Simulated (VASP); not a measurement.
## KBr: single point with LDA

KBr:

```
CELL_PARAMETERS angstrom
4.04350 0.00000 0.00000
0.00000 4.04350 0.00000
0.00000 0.00000 4.04350
ATOMIC_POSITIONS crystal
K 0.00000 0.00000 0.00000
Br 0.50000 0.50000 0.50000
```

```json
{
  "Program": "VASP 6.6.1",
  "Task": "single point",
  "Functional": "LDA",
  "Potentials or basis": "VASP PAW LDA potentials, release 64 (K_sv, Br)",
  "Cutoff": "500 eV",
  "k mesh": "4 × 4 × 4",
  "Occupations": "fermi-dirac, width 0.01 eV",
  "Spin": "no spin polarisation"
}
```

| Quantity | Value |
| --- | --- |
| Pressure | -2.6 GPa |
| Band gap on the k mesh | 3.48 eV (least direct gap 3.75 eV) |

Levels at points of the mesh, in eV from the valence-band top:
```
           k point  band 4  band 5  band 6  band 7  band 8  band 9  band 10  band 11  band 12  band 13
(0.00, 0.00, 0.00)  -11.94  -11.94   -0.27   -0.27   -0.27    3.48     5.57     5.57     9.50     9.50
(0.50, 0.00, 0.00)  -11.92  -11.78   -2.03   -0.24   -0.24    6.14     6.89     7.35     8.70     9.47
(0.50, 0.50, 0.00)  -12.09  -11.90   -1.42   -1.42    0.00    4.90     6.23     7.84     7.84     9.91
(0.50, 0.50, 0.50)  -12.06  -12.06   -1.47   -1.47   -1.47    7.10     7.10     7.10     9.19     9.19
```

Wall time 14 s on 1 thread of Intel(R) Xeon(R) Platinum 8375C CPU @ 2.90GHz (Ice Lake), with other jobs on the host, peak memory 0.14 GiB.

A k mesh can miss the band edges.
